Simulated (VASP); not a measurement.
Here is a VASP 6.6.1 calculation.

File INCAR:

```
PREC = Accurate
ENCUT = 500
EDIFF = 1E-6
ISMEAR = 0
SIGMA = 0.1
LREAL = F
LASPH = T
NELM = 120
ALGO = Normal
ISIF = 2
LWAVE = F
LCHARG = F
GGA = PS
NBANDS = 12
GGA_COMPAT = F
```

KPOINTS

```
Automatic mesh
0
Gamma
  8 8 8
```

Contents of POSCAR:

```
Au
1.0
    0.0000000000      1.9590303453      1.9590303453
    1.9590303453      0.0000000000      1.9590303453
    1.9590303453      1.9590303453      0.0000000000
Au
1
Direct
    0.0000000000      0.0000000000      0.0000000000
```

Potentials or basis: VASP PAW PBE potentials, release 64 (Au).

Run with:

```console
$ cat potpaw_PBE.64/Au/POTCAR > POTCAR
$ mpirun -np 1 vasp_std > vasp.out
```

**Question.** What does it give for the pressure?

**Answer.** 32.0 GPa.

Caveat: the PAW data sets were made with another functional, which shifts forces and pressure a little.
